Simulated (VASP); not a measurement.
Write the native input for VASP 6.6.1 that does the following.

```
Task                   : single point
Functional             : PBEsol
Potentials or basis    : VASP PAW PBE potentials, release 64 (Hf_pv, S)
Cutoff                 : 520 eV
k mesh                 : 12 × 12 × 4
Occupations            : gaussian, width 0.1 eV
Spin                   : no spin polarisation
Dipole correction      : no
Further INCAR settings : ALGO = Normal; EDIFF = 1e-06; NBANDS = 35
```

The structure of Hf2S lies in POSCAR:

```
Hf2S
1.0
    3.3063795434      0.0000000000      0.0000000000
   -1.6531897717      2.8634086791      0.0000000000
    0.0000000000      0.0000000000     11.5907710422
Hf S
4 2
Direct
    0.6666666667      0.3333333333      0.8988517866
    0.3333333333      0.6666666667      0.3988517866
    0.6666666667      0.3333333333      0.6011482134
    0.3333333333      0.6666666667      0.1011482134
    0.0000000000      0.0000000000      0.7500000000
    0.0000000000      0.0000000000      0.2500000000
```

These files were run (other wordings do the same):

INCAR

```
ALGO = Normal
EDIFF = 1E-6
ENCUT = 520
GGA = PS
ISIF = 2
ISMEAR = 0
LASPH = True
LCHARG = False
LREAL = False
LWAVE = False
NBANDS = 35
NELM = 100
PREC = Accurate
SIGMA = 0.1
```

KPOINTS

```
k-points
0
Gamma
  12 12 4
```

Potentials or basis: VASP PAW PBE potentials, release 64 (Hf_pv, S).

The run is started by

```console
$ cat potpaw_PBE.64/Hf_pv/POTCAR potpaw_PBE.64/S/POTCAR > POTCAR
$ mpirun -np 1 vasp_std > vasp.out
```

It gave:

The pressure is 4.1 GPa, the largest force is 0.007 eV/Å and the band gap on the k mesh is zero (bands 26 and 27 overlap by 1.04 eV).

Caveat: the cell stands under pressure; the PAW data sets were made with another functional, which shifts forces and pressure a little; spin-orbit coupling is left out, which moves the levels of the heavy elements.

It took 5.1 min on 1 thread of Intel Xeon 8259CL (shared host), peak memory 0.35 GiB.
